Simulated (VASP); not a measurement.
# Se (P1) in VASP: a series of runs, part 2 of 2

VASP 6.6.1. Earlier steps stand in the parts before.

### Step 3. Single point, PBEsol (equal xy, yz and zx shear strains of -1 %)

File INCAR:

```
PREC = Accurate
ENCUT = 520
EDIFF = 1E-6
ISMEAR = -1
SIGMA = 0.03
LREAL = False
LASPH = True
NELM = 60
ALGO = Normal
ISIF = 2
LWAVE = False
LCHARG = False
GGA = PS
NBANDS = 16
```

File KPOINTS:

```
regular mesh
0
Gamma
  6 6 5
```

File POSCAR:

```
Se
1.0
    4.3661999489     -0.0218309997     -0.0218309997
   -2.2020061749      3.7921555737     -0.0079907005
   -0.0247680000     -0.0247680000      4.9536000000
Se
3
Direct
    0.2254000000      0.0000000000      0.3333333333
    0.0000000000      0.2254000000      0.6666666667
    0.7746000000      0.7746000000      0.0000000000
```

Potentials or basis: VASP PAW PBE potentials, release 64 (Se).

Run with:

```sh
$ cat potpaw_PBE.64/Se/POTCAR > POTCAR
$ mpirun -np 1 vasp_std > vasp.out
```

OUTCAR:

```text
PREC = Accurate
   ENCUT = 520
   EDIFF = 1E-6
   ISMEAR = -1
   LREAL = False
   LASPH = True
   NELM = 60
   ISIF = 2
   GGA = PS

 ion  position               nearest neighbor table
   1  0.225  0.000  0.333-   3 2.35   2 2.38
   2  0.000  0.225  0.667-   1 2.38   3 2.39
   3  0.775  0.775  0.000-   1 2.35   2 2.39

  LATTYP: Found a triclinic cell.
 ALAT       =     4.3663091025
 B/A-ratio  =     2.0772100272
 C/A-ratio  =     1.0043097986
 COS(alpha) =     0.0021551915
 COS(beta)  =     0.5064554505
 COS(gamma) =     0.7234117948

  Lattice vectors:

 A1 = (  -4.3661999489,   0.0218309997,   0.0218309997)
 A2 = (  -6.5551617229,  -3.7732615743,   5.0052526999)
 A3 = (  -2.2020061749,   3.7921555737,  -0.0079907005)

Analysis of symmetry for initial positions (statically):
=====================================================================
 Subroutine PRICEL returns:
 Original cell was already a primitive cell.

 Routine SETGRP: Setting up the symmetry group for a
 triclinic supercell.

 Subroutine GETGRP returns: Found  1 space group operations
[... 166 lines left out ...]
 E-fermi :   3.1002     XC(G=0):  -9.0367

 val. band max:        2.4943818667   @ k =   0.5000   0.1667   0.4000
 cond. band min:       3.6738922108   @ k =   0.0000   0.0000   0.4000
 fundamental gap:      1.1795103442
 Fermi energy:         3.1001890959

 k-point     1 :       0.0000    0.0000    0.0000
  band No.  band energies     occupation
      1     -13.3065      2.00000
      2      -9.2143      2.00000
      3      -9.1247      2.00000
      4      -1.2979      2.00000
      5      -1.2761      2.00000
      6      -1.2073      2.00000
[... 433 lines left out ...]
      3      -8.5653      2.00000
      4      -2.6861      2.00000
      5      -2.4920      2.00000
      6      -1.0973      2.00000
[... 8 lines left out ...]
     15      11.8807      0.00000
     16      12.1695      0.00000

 [... further k-points ...]

------------------------ aborting loop because EDIFF is reached ----------------------------------------

  FORCE on cell =-STRESS in cart. coord.  units (eV):
  Direction    XX          YY          ZZ          XY          YZ          ZX
  --------------------------------------------------------------------------------------
  -------------------------------------------------------------------------------------
  Total        0.0511287     -0.1764479      0.7307405      0.1878380      0.2582041      0.3765151
  in kB        1.0017273     -3.4570120     14.3168543      3.6801710      5.0588018      7.3767805
  external PRESSURE =       3.9538566 kB  Pullay stress =       0.0000000 kB

 VOLUME and BASIS-vectors are now :
 -----------------------------------------------------------------------------
  energy-cutoff  :      520.00
  volume of cell :       81.78
      direct lattice vectors                 reciprocal lattice vectors
     4.366199949 -0.021831000 -0.021831000     0.229708137  0.133389370  0.001815488
    -2.202006175  3.792155574 -0.007990700     0.001329029  0.264476794  0.001329029
    -0.024768000 -0.024768000  4.953600000     0.001014490  0.001014490  0.201883530

 POSITION                                       TOTAL-FORCE (eV/Angst)
 -----------------------------------------------------------------------------------
      0.97589     -0.01318      1.64628         0.383418      0.084680      0.171514
     -0.51284      0.83824      3.30060        -0.118548      0.206830      0.019345
      1.67638      2.92049     -0.02310        -0.264870     -0.291510     -0.190859
 -----------------------------------------------------------------------------------
    total drift:                               -0.000031     -0.000027      0.000026

  FREE ENERGIE OF THE ION-ELECTRON SYSTEM (eV)
  ---------------------------------------------------
  free  energy   TOTEN  =       -11.4818417851 eV

  energy  without entropy=      -11.4818417849  energy(sigma->0) =      -11.48184178
```

OSZICAR:

```text
N       E                     dE             d eps       ncg     rms          rms(c)
DAV:   1     0.802364847285E+02    0.80236E+02   -0.71922E+03  2944   0.935E+02
DAV:   2    -0.628627874687E+01   -0.86523E+02   -0.82104E+02  3928   0.154E+02
DAV:   3    -0.115462384165E+02   -0.52600E+01   -0.52438E+01  3632   0.430E+01
DAV:   4    -0.115825654296E+02   -0.36327E-01   -0.36321E-01  3888   0.425E+00
DAV:   5    -0.115828151566E+02   -0.24973E-03   -0.24972E-03  3776   0.348E-01    0.705E+00
DAV:   6    -0.115106620649E+02    0.72153E-01   -0.35261E-02  3704   0.115E+00    0.434E+00
DAV:   7    -0.114825421154E+02    0.28120E-01   -0.71693E-02  3496   0.160E+00    0.192E-01
DAV:   8    -0.114817716991E+02    0.77042E-03   -0.83825E-03  3392   0.554E-01    0.872E-02
DAV:   9    -0.114818278024E+02   -0.56103E-04   -0.24651E-04  4104   0.101E-01    0.288E-02
DAV:  10    -0.114818407761E+02   -0.12974E-04   -0.25877E-05  3680   0.333E-02    0.598E-03
DAV:  11    -0.114818419127E+02   -0.11366E-05   -0.46917E-06  3896   0.126E-02    0.346E-03
DAV:  12    -0.114818417851E+02    0.12768E-06   -0.96226E-07  2336   0.620E-03
   1 F= -.11481842E+02 E0= -.11481842E+02  d E =-.148440E-09
```

It took 2.2 min on 1 thread of AMD EPYC 7R43 (Zen 3), shared host; peak memory 0.21 GiB.

Results:

- Free energy: -11.4818 eV
- Pressure: 0.4 GPa
- Largest force: 0.438 eV/Å
- Band gap on the k mesh: 1.18 eV, indirect (least direct gap 1.45 eV)

Forces in eV/Å, atoms in the order of the input:
```
Se   0.383  0.085  0.172
Se  -0.119  0.207  0.019
Se  -0.265 -0.292 -0.191
```

Caveat: the cell differs from its parent crystal (equal xy, yz and zx shear strains of -1 %); the PAW data sets were made with another functional, which shifts forces and pressure a little. A k mesh can miss the band edges.
